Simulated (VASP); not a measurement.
Set up this calculation in VASP 6.6.1, as the native input.

- Task: single point
- Functional: r2SCAN
- Potentials or basis: VASP PAW PBE potentials, release 64 (C)
- Cutoff: 520 eV
- k mesh: 12 × 12 × 12
- Occupations: gaussian, width 0.05 eV
- Spin: no spin polarisation
- Dipole correction: no
- Further INCAR settings: ALGO = Normal; EDIFF = 1e-07; NBANDS = 11

Crystal: C.

```
C
1.0
     0.00000    1.58601    2.24261
     1.58601    0.00000    2.24261
     1.58601    1.58601    0.00000
C
2
Direct
  0.50000 0.50000 0.50000
  0.75000 0.75000 0.75000
```

This cell differs from its parent crystal: ratio of the length along z to the lengths across it x 1.414, volume and fractional coordinates fixed.

The input as run:

POSCAR

```
C
1.0
    0.0000000000      1.5860058045      2.2426122076
    1.5860058045      0.0000000000      2.2426122076
    1.5860058045      1.5860058045      0.0000000000
C
2
Direct
    0.5000000000      0.5000000000      0.5000000000
    0.7500000000      0.7500000000      0.7500000000
```

INCAR.step1

```
PREC = Accurate
ENCUT = 520
ISMEAR = 0
SIGMA = 0.05
LREAL = False
LASPH = True
NELM = 60
NBANDS = 11
GGA = PE
ALGO = Normal
EDIFF = 1E-4
LWAVE = True
LCHARG = False
```

INCAR.step2

```
PREC = Accurate
ENCUT = 520
EDIFF = 1E-7
ISMEAR = 0
SIGMA = 0.05
LREAL = False
LASPH = True
NELM = 60
ALGO = Normal
ISIF = 2
LWAVE = False
LCHARG = False
METAGGA = R2SCAN
LMIXTAU = True
NBANDS = 11
ISTART = 1
```

KPOINTS

```
Automatic mesh
0
Gamma
  12 12 12
```

Potentials or basis: VASP PAW PBE potentials, release 64 (C).

The run is started by

```bash
$ cat potpaw_PBE.64/C/POTCAR > POTCAR
$ cp INCAR.step1 INCAR
$ mpirun -np 1 vasp_std > vasp.out
$ cp INCAR.step2 INCAR
$ mpirun -np 1 vasp_std > vasp.out
```

Results of the run:

| Item | Value |
| --- | --- |
| Pressure | 9.7 GPa |
| Band gap on the k mesh | zero (band 4 reaches 12.61 eV, above the bottom of band 5 at 11.81 eV) |

Caveat: the PAW data sets were made with another functional, which shifts forces and pressure a little.

Wall time 49 s on 1 thread of AMD EPYC 9R45 (Zen 5), on a shared host, peak memory 0.09 GiB.
